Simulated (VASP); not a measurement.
# Pb: single point with PBE

Pb:

```
Pb
1.0
    -1.97294    1.97294    1.97294
     1.97294   -1.97294    1.97294
     1.97294    1.97294   -1.97294
Pb
1
Cartesian
  0.0000 0.0000 0.0000
```

This isn't the form of Pb at room conditions, which is fcc.

- Program: VASP 6.6.1
- Task: single point
- Functional: PBE
- Potentials or basis: VASP PAW PBE potentials, release 64 (Pb_d)
- Cutoff: 520 eV
- k mesh: 13 × 13 × 13
- Occupations: fermi-dirac, width 0.0612256 eV
- Spin: no spin polarisation
- Dipole correction: no
- Further INCAR settings: ALGO = Normal; EDIFF = 1e-06; NBANDS = 13

| Quantity | Value |
| --- | --- |
| Pressure | 1.6 GPa |
| Band gap on the k mesh | zero (bands 7 and 8 overlap by 9.43 eV) |

Levels at points of the mesh, in eV from the Fermi level:
```
           k point  band 4  band 5  band 6  band 7  band 8  band 9  band 10  band 11
(0.00, 0.00, 0.00)  -16.91  -16.91  -11.69    7.51    7.51    7.51    11.08    11.08
```

Wall time 18 s on 1 thread of Intel(R) Xeon(R) Platinum 8488C (Sapphire Rapids), on a shared host, peak memory 0.17 GiB.

Caveat: spin-orbit coupling is left out, which moves the levels of the heavy elements.
